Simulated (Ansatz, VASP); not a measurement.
# Ni in VASP and in Ansatz

File INCAR:

```
PREC = Accurate
ENCUT = 520
EDIFF = 1E-6
ISMEAR = -1
SIGMA = 0.1
LREAL = F
LASPH = T
NELM = 100
ALGO = Normal
ISIF = 2
LWAVE = F
LCHARG = F
GGA = RE
NBANDS = 17
```

File KPOINTS:

```
regular mesh
0
Gamma
  17 17 17
```

POSCAR

```
Ni
1.0
    0.0000000000      2.6381243245      2.6381243245
    2.6381243245      0.0000000000      2.6381243245
    2.6381243245      2.6381243245      0.0000000000
Ni
2
Direct
    0.1250000000      0.1250000000      0.1250000000
    0.8750000000      0.8750000000      0.8750000000
```

Input for Ansatz:

```yaml
crystal:
  lattice:
    - [0.0, 2.6381243245, 2.6381243245]
    - [2.6381243245, 0.0, 2.6381243245]
    - [2.6381243245, 2.6381243245, 0.0]
  atoms:
    - { symbol: Ni, position: [0.125, 0.125, 0.125] }
    - { symbol: Ni, position: [0.875, 0.875, 0.875] }
hamiltonian:
  xc: revpbe
  pseudopotentials:
    kind: paw
    azcp:
      Ni: "pseudopotentials/Ni.paw.azcp"
basis:
  ecutwfc: 420
  fft_grid_basis: typed
kpoints:
  mp_grid: { grid: [17, 17, 17], shift: [0, 0, 0] }
magnetization:
  spin_polarized: false
scf:
  occupations: { method: fermi_dirac, width: 0.1 }
output:
  stress: true
```

Alike in both runs: task single point; functional revPBE; k mesh 17 × 17 × 17; occupations fermi-dirac, width 0.1 eV; no spin polarisation.

|  | VASP | Ansatz |
| --- | --- | --- |
| version | VASP 6.6.1 | Ansatz 0.2.0 |
| potentials or method | VASP PAW PBE potentials, release 64 (Ni), cutoff 520 eV | plane waves (420 eV) with PAW, scalar-relativistic |
| valence electrons in the cell | 20 | 36 |

VASP gave:

```
pressure (GPa) : -5.1
```

Which values does Ansatz return?

Pressure (GPa): -5.3.

VASP's potentials were made for PBE, not for revPBE. VASP's potentials hold 20 valence electrons a cell and Ansatz's 36, so a difference there can come from the potentials and not from the codes.
